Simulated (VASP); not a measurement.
# BP (F-43m) in VASP: a series of runs

BP is run at these levels: LDA, HSE06; tasks: single point.

All numbers are computed with VASP 6.6.1; they aren't measurements. Logs are shortened: lines on timing, memory, paths and dates and some standing lists are left out, and cuts for length are marked.

### Step 1. The cell of the first run

Symmetry: F-43m, No. 216, cubic system. The conventional cell has a = 4.537 Å, b = 4.537 Å, c = 4.537 Å, α = 90.00°, β = 90.00°, γ = 90.00°. B (site symmetry -43m) has 4 P at 1.96 Å within 2.6 Å. P (site symmetry -43m) has 4 B at 1.96 Å within 2.6 Å.

### Step 2. Single point, LDA

INCAR

```
  ALGO = Normal
  EDIFF = 1E-6
  ENCUT = 500
  GGA = CA
  GGA_COMPAT = False
  ISIF = 2
  ISMEAR = 0
  LASPH = True
  LCHARG = False
  LREAL = False
  LWAVE = False
  NBANDS = 11
  NELM = 120
  PREC = Accurate
  SIGMA = 0.01
```

KPOINTS

```
k-points
0
Gamma
  4 4 4
```

POSCAR

```
BP
1.0
    0.0000000000      2.2683155501      2.2683155501
    2.2683155501      0.0000000000      2.2683155501
    2.2683155501      2.2683155501      0.0000000000
B P
1 1
Direct
    0.0000000000      0.0000000000      0.0000000000
    0.2500000000      0.2500000000      0.2500000000
```

Potentials or basis: VASP PAW LDA potentials, release 64 (B, P).

Started as:

```
cat potpaw_LDA.64/B/POTCAR potpaw_LDA.64/P/POTCAR > POTCAR
mpirun -np 1 vasp_std > vasp.out
```

OUTCAR:

```text
EDIFF = 1E-6
   ENCUT = 500
   GGA = CA
   ISIF = 2
   ISMEAR = 0
   LASPH = True
   LREAL = False
   NELM = 120
   PREC = Accurate

 ion  position               nearest neighbor table
   1  0.000  0.000  0.000-   2 1.96   2 1.96   2 1.96   2 1.96
   2  0.250  0.250  0.250-   1 1.96   1 1.96   1 1.96   1 1.96

  LATTYP: Found a face centered cubic cell.
 ALAT       =     4.5366311002

  Lattice vectors:

 A1 = (   0.0000000000,   2.2683155501,   2.2683155501)
 A2 = (   2.2683155501,   0.0000000000,   2.2683155501)
 A3 = (   2.2683155501,   2.2683155501,   0.0000000000)

Analysis of symmetry for initial positions (statically):
=====================================================================
 Subroutine PRICEL returns:
 Original cell was already a primitive cell.

 Routine SETGRP: Setting up the symmetry group for a
 face centered cubic supercell.

 Subroutine GETGRP returns: Found 24 space group operations
 (whereof 24 operations were pure point group operations)
 out of a pool of 48 trial point group operations.

The static configuration has the point symmetry T_d .

Analysis of symmetry for dynamics (positions and initial velocities):
=====================================================================
 Subroutine PRICEL returns:
 Original cell was already a primitive cell.

 Routine SETGRP: Setting up the symmetry group for a
 face centered cubic supercell.

 Subroutine GETGRP returns: Found 24 space group operations
 (whereof 24 operations were pure point group operations)
 out of a pool of 48 trial point group operations.

The dynamic configuration has the point symmetry T_d .

 Subroutine INISYM returns: Found 24 space group operations
 (whereof 24 operations are pure point group operations),
 and found     1 'primitive' translations

----------------------------------------------------------------------------------------

                                     Primitive cell

  volume of cell :      23.3421

  direct lattice vectors                    reciprocal lattice vectors
     0.000000000  2.268315550  2.268315550    -0.220427885  0.220427885  0.220427885
     2.268315550  0.000000000  2.268315550     0.220427885 -0.220427885  0.220427885
     2.268315550  2.268315550  0.000000000     0.220427885  0.220427885 -0.220427885

  length of vectors
     3.207882615  3.207882615  3.207882615     0.381792297  0.381792297  0.381792297

  position of ions in fractional coordinates (direct lattice)
     0.000000000  0.000000000  0.000000000
     0.250000000  0.250000000  0.250000000

  ion indices of the primitive-cell ions
   primitive index   ion index
                 1           1
                 2           2

----------------------------------------------------------------------------------------

 KPOINTS: k-points

Automatic generation of k-mesh.
 Grid dimensions read from file:
 generate k-points for:    4    4    4

 Generating k-lattice:

  Cartesian coordinates                     Fractional coordinates (reciprocal lattice)
    -0.055106971  0.055106971  0.055106971     0.250000000  0.000000000  0.000000000
     0.055106971 -0.055106971  0.055106971     0.000000000  0.250000000  0.000000000
     0.055106971  0.055106971 -0.055106971     0.000000000  0.000000000  0.250000000

  Length of vectors
     0.095448074  0.095448074  0.095448074

  Shift w.r.t. Gamma in fractional coordinates (k-lattice)
     0.000000000  0.000000000  0.000000000

 Subroutine IBZKPT returns following result:
 ===========================================

 Found      8 irreducible k-points:

 Following reciprocal coordinates:
            Coordinates               Weight
  0.000000  0.000000  0.000000      1.000000
  0.250000  0.000000  0.000000      8.000000
  0.500000  0.000000  0.000000      4.000000
  0.250000  0.250000  0.000000      6.000000
  0.500000  0.250000  0.000000     24.000000
 -0.250000  0.250000  0.000000     12.000000
  0.500000  0.500000  0.000000      3.000000
 -0.250000  0.500000  0.250000      6.000000
   k-points           NKPTS =      8   k-points in BZ     NKDIM =      8   number of bands    NBANDS=     11
   number of dos      NEDOS =    301   number of ions     NIONS =      2
   total plane-waves  NPLWV =  13824
   dimension x,y,z NGX =    24 NGY =   24 NGZ =   24
   dimension x,y,z NGXF=    48 NGYF=   48 NGZF=   48
   ions per type =               1   1
   NGX,Y,Z   is equivalent  to a cutoff of  12.44, 12.44, 12.44 a.u.
   NGXF,Y,Z  is equivalent  to a cutoff of  24.88, 24.88, 24.88 a.u.
 SYSTEM =  unknown system
   PREC   = accura    normal or accurate (medium, high low for compatibility)
   ISTART =      0    job   : 0-new  1-cont  2-samecut
   ICHARG =      2    charge: 1-file 2-atom 10-const
   ISPIN  =      1    spin polarized calculation?
   LNONCOLLINEAR =      F non collinear calculations
   LSORBIT =      F    spin-orbit coupling
   LASPH  =      T    aspherical Exc in radial PAW
   ENCUT  =  500.0 eV  36.75 Ry    6.06 a.u.   5.85  5.85  5.85*2*pi/ulx,y,z
   NELM   =    120;   NELMIN=  2; NELMDL= -5     # of ELM steps
   EDIFF  = 0.1E-05   stopping-criterion for ELM
   LREAL  =      F    real-space projection
   EDIFFG = 0.1E-04   stopping-criterion for IOM
   NSW    =      0    number of steps for IOM
   IBRION =     -1    ionic relax: 0-MD 1-quasi-New 2-CG
   NFREE  =      0    steps in history (QN), initial steepest desc. (CG)
   ISIF   =      2    stress and relaxation
   ISYM   =      2    0-nonsym 1-usesym 2-fastsym
   POTIM  = 0.5000    time-step for ionic-motion
   TEBEG  =    0.0;   TEEND  =   0.0 temperature during run
   PSTRESS=    0.0 pullay stress
   NELECT =       8.0000    total number of electrons
   NUPDOWN=      -1.0000    fix difference up-down
   EMIN   =  10.00;   EMAX   =-10.00  energy-range for DOS
   EFERMI =   0.00;   METHOD = LEGACY
   ISMEAR =     0;   SIGMA  =   0.01  broadening in eV -4-tet -1-fermi 0-gaus
   EFERMI_NEDOS =   21; number of points for ismear=-14 and -15
   IALGO  =     38    algorithm
   IMIX   =      4    mixing-type and parameters
     AMIX     =   0.40;   BMIX     =  1.00
     AMIX_MAG =   1.60;   BMIX_MAG =  1.00
  volume/ion in A,a.u.               =      11.67        78.76
  Fermi-wavevector in a.u.,A,eV,Ry     =   1.145666  2.164995 17.858335  1.312551
  Thomas-Fermi vector in A             =   2.282353
   LORBIT       =      0    0 simple, 1 ext, 2 COOP (PROOUT), +10 PAW based schemes
   GGA     = CA    functional components
   LHFCALC =     F    Hartree Fock is set to
   AEXX    =    0.0000 exact exchange contribution
   IVDW    =     0    specifies the selected vdW correction
   LEPSILON=     F    determine dielectric tensor
   LRPA    =     F    only Hartree local field effects (RPA)
 non-spin polarized calculation
 Gauss-broadening in eV      SIGMA  =   0.01
  energy-cutoff  :      500.00
  volume of cell :       23.34
 maximum number of plane-waves:       609
   NGX = 11   NGY = 11   NGZ = 11

 number of electron       8.0000000 magnetization

 Free energy of the ion-electron system (eV)
  ---------------------------------------------------
  ext. energy  EPLUGINS =         0.00000000
  ---------------------------------------------------
  free energy    TOTEN  =       -14.21448442 eV

  energy without entropy =      -14.21448442  energy(sigma->0) =      -14.21448442

 E-fermi :   7.5211     XC(G=0): -11.0804

 val. band max:        7.4583451694   @ k =   0.0000   0.0000   0.0000
 cond. band min:       8.7279468198   @ k =   0.5000   0.5000   0.0000
 fundamental gap:      1.2696016504
 Fermi energy:         7.5211258230

 k-point     1 :       0.0000    0.0000    0.0000
  band No.  band energies     occupation
      1      -7.9571      2.00000
      2       7.4583      2.00000
      3       7.4583      2.00000
      4       7.4583      2.00000
      5      10.8188      0.00000
      6      10.8188      0.00000
      7      10.8188      0.00000
      8      14.8378      0.00000
      9      18.6876      0.00000
     10      19.6160      0.00000
     11      19.6160      0.00000

 k-point     2 :       0.2500    0.0000    0.0000
  band No.  band energies     occupation
      1      -6.8506      2.00000
      2       2.6224      2.00000
      3       6.3417      2.00000
      4       6.3417      2.00000
      5      11.4301      0.00000
      6      12.1745      0.00000
      7      12.1745      0.00000
      8      16.9447      0.00000
      9      18.3811      0.00000
     10      18.3811      0.00000
     11      20.2620      0.00000

 k-point     3 :       0.5000    0.0000    0.0000
  band No.  band energies     occupation
      1      -4.6171      2.00000
      2      -1.5764      2.00000
      3       5.7043      2.00000
      4       5.7043      2.00000
      5      11.2309      0.00000
      6      12.1144      0.00000
      7      12.1144      0.00000
      8      17.3524      0.00000
      9      21.9914      0.00000
     10      22.0159      0.00000
     11      22.0159      0.00000

 k-point     4 :       0.2500    0.2500    0.0000
  band No.  band energies     occupation
      1      -6.4752      2.00000
      2       3.8153      2.00000
      3       4.7196      2.00000
      4       4.7196      2.00000
      5       9.1986      0.00000
      6      12.3058      0.00000
      7      15.1215      0.00000
      8      15.1215      0.00000
      9      19.5141      0.00000
     10      21.2053      0.00000
     11      22.5650      0.00000

 k-point     5 :       0.5000    0.2500    0.0000
  band No.  band energies     occupation
      1      -4.2299      2.00000
      2      -0.2042      2.00000
      3       2.6771      2.00000
      4       4.2661      2.00000
      5       9.9025      0.00000
      6      13.7809      0.00000
      7      15.5445      0.00000
      8      15.7534      0.00000
      9      20.4514      0.00000
     10      22.1928      0.00000
     11      24.6050      0.00000

 k-point     6 :      -0.2500    0.2500    0.0000
  band No.  band energies     occupation
      1      -5.1293      2.00000
      2       1.0305      2.00000
      3       2.1984      2.00000
      4       5.5237      2.00000
      5      11.2442      0.00000
      6      13.7791      0.00000
      7      14.9061      0.00000
      8      16.1147      0.00000
      9      17.3890      0.00000
     10      19.9755      0.00000
     11      24.7642      0.00000

 k-point     7 :       0.5000    0.5000    0.0000
  band No.  band energies     occupation
      1      -3.1165      2.00000
      2      -1.0433      2.00000
      3       3.3380      2.00000
      4       3.3380      2.00000
      5       8.7279      0.00000
      6       8.9806      0.00000
      7      19.4585      0.00000
      8      19.4585      0.00000
      9      22.4438      0.00000
     10      24.2233      0.00000
     11      25.3832      0.00000

 k-point     8 :      -0.2500    0.5000    0.2500
  band No.  band energies     occupation
      1      -2.8318      2.00000
      2      -0.4879      2.00000
      3       1.7402      2.00000
      4       1.9423      2.00000
      5      12.6870      0.00000
      6      14.0999      0.00000
      7      14.6237      0.00000
      8      14.9071      0.00000
      9      20.1776      0.00000
     10      23.5788      0.00000
     11      23.6705      0.00000

------------------------ aborting loop because EDIFF is reached ----------------------------------------

  FORCE on cell =-STRESS in cart. coord.  units (eV):
  Direction    XX          YY          ZZ          XY          YZ          ZX
  --------------------------------------------------------------------------------------
  -------------------------------------------------------------------------------------
  Total       -0.6029275     -0.6029275     -0.6029275      0.0000000      0.0000000     -0.0000000
  in kB      -41.3842673    -41.3842673    -41.3842673      0.0000000      0.0000000     -0.0000000
  external PRESSURE =     -41.3842673 kB  Pullay stress =       0.0000000 kB

 VOLUME and BASIS-vectors are now :
 -----------------------------------------------------------------------------
  energy-cutoff  :      500.00
  volume of cell :       23.34
      direct lattice vectors                 reciprocal lattice vectors
     0.000000000  2.268315550  2.268315550    -0.220427885  0.220427885  0.220427885
     2.268315550  0.000000000  2.268315550     0.220427885 -0.220427885  0.220427885
     2.268315550  2.268315550  0.000000000     0.220427885  0.220427885 -0.220427885

 POSITION                                       TOTAL-FORCE (eV/Angst)
 -----------------------------------------------------------------------------------
      0.00000      0.00000      0.00000        -0.000000     -0.000000      0.000000
      1.13416      1.13416      1.13416         0.000000      0.000000     -0.000000
 -----------------------------------------------------------------------------------
    total drift:                                0.000000      0.000000      0.000000

  FREE ENERGIE OF THE ION-ELECTRON SYSTEM (eV)
  ---------------------------------------------------
  free  energy   TOTEN  =       -14.2144844196 eV

  energy  without entropy=      -14.2144844196  energy(sigma->0) =      -14.21448442
```

It took 1.2 s on 1 thread of AMD EPYC 9R45 (Zen 5), shared host; peak memory 0.09 GiB.

What came out:

```yaml
Free_energy: -14.2145 eV
Pressure: -4.1 GPa
Band_gap_on_the_k_mesh: 1.27 eV, indirect (least direct gap 3.36 eV)
```

Levels at points of the mesh, in eV from the valence-band top:
```csv
k point,band 1,band 2,band 3,band 4,band 5,band 6,band 7,band 8
"(0.00, 0.00, 0.00)",-15.42,0.00,0.00,0.00,3.36,3.36,3.36,7.38
"(0.50, 0.00, 0.00)",-12.08,-9.03,-1.75,-1.75,3.77,4.66,4.66,9.89
"(0.50, 0.50, 0.00)",-10.57,-8.50,-4.12,-4.12,1.27,1.52,12.00,12.00
```

Caveat: the k points lie up to 0.60 Å⁻¹ apart.

[end of part 1 of 2]
